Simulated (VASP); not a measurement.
## Ca2Al2O: single point with PBE

Ca2Al2O:

```
Ca Al O
1.0
     4.46883    0.00000    0.00000
    -2.23442    3.87012    0.00000
     0.00000    0.00000    5.09487
Ca Al O
2 2 1
Direct
  0.33333 0.66667 0.50000
  0.66667 0.33333 0.50000
  0.33333 0.66667 0.00000
  0.66667 0.33333 0.00000
  0.00000 0.00000 0.00000
```

The cell was generated, and may not be a known phase.

| Item | Value |
| --- | --- |
| Program | VASP 6.6.1 |
| Task | single point |
| Functional | PBE |
| Potentials or basis | VASP PAW PBE potentials, release 64 (Ca_sv, Al, O) |
| Cutoff | 520 eV |
| k mesh | 6 × 6 × 4 |
| Occupations | gaussian, width 0.1 eV |
| Spin | collinear spin, ferromagnetic start |
| Starting moments | [0.0, 0.0, 0.0, 0.0, 1.0] μB |

The pressure is 19.6 GPa. The band gap on the k mesh is zero (filled and empty bands overlap), the net moment is 0.00 μB per cell and the valence electrons inside the program's atomic spheres are Ca 8.52; Al 0.85; O 4.79.

Stress tensor (GPa, compression positive):
```
11.13  0.00  0.00
 0.00 11.13  0.00
 0.00  0.00 36.42
```

Levels at points of the mesh, in eV from the Fermi level:
Spin up:
| k point | band 13 | band 14 | band 15 | band 16 | band 17 | band 18 | band 19 | band 20 |
| --- | --- | --- | --- | --- | --- | --- | --- | --- |
| (0.00, 0.00, 0.00) | -3.19 | -1.00 | -0.02 | -0.02 | 0.10 | 0.81 | 0.81 | 0.82 |
| (0.50, 0.00, 0.00) | -2.91 | -0.72 | -0.42 | 0.00 | 0.11 | 0.73 | 1.10 | 1.66 |
| (0.00, 0.00, 0.50) | -3.34 | -1.16 | -1.16 | -0.72 | -0.10 | 1.86 | 1.86 | 1.95 |
| (0.50, 0.00, 0.50) | -3.18 | -1.92 | -0.15 | -0.10 | 0.17 | 0.49 | 1.33 | 1.72 |
Spin down:
```tsv
k point	band 12	band 13	band 14	band 15	band 16	band 17	band 18	band 19	band 20	band 21
(0.00, 0.00, 0.00)	-3.35	-3.19	-1.00	-0.02	-0.02	0.10	0.81	0.81	0.82	2.12
(0.50, 0.00, 0.00)	-4.00	-2.91	-0.72	-0.43	0.00	0.11	0.73	1.10	1.66	1.99
(0.00, 0.00, 0.50)	-3.34	-3.34	-1.16	-1.16	-0.72	-0.11	1.86	1.86	1.95	2.47
(0.50, 0.00, 0.50)	-3.72	-3.18	-1.92	-0.15	-0.10	0.17	0.49	1.33	1.72	1.75
```

Wall time 94 s on 1 thread of Intel(R) Xeon(R) Platinum 8488C (Sapphire Rapids), on a shared host, peak memory 0.3 GiB.

Caveat: the stress differs along the axes, from 11 to 36 GPa.
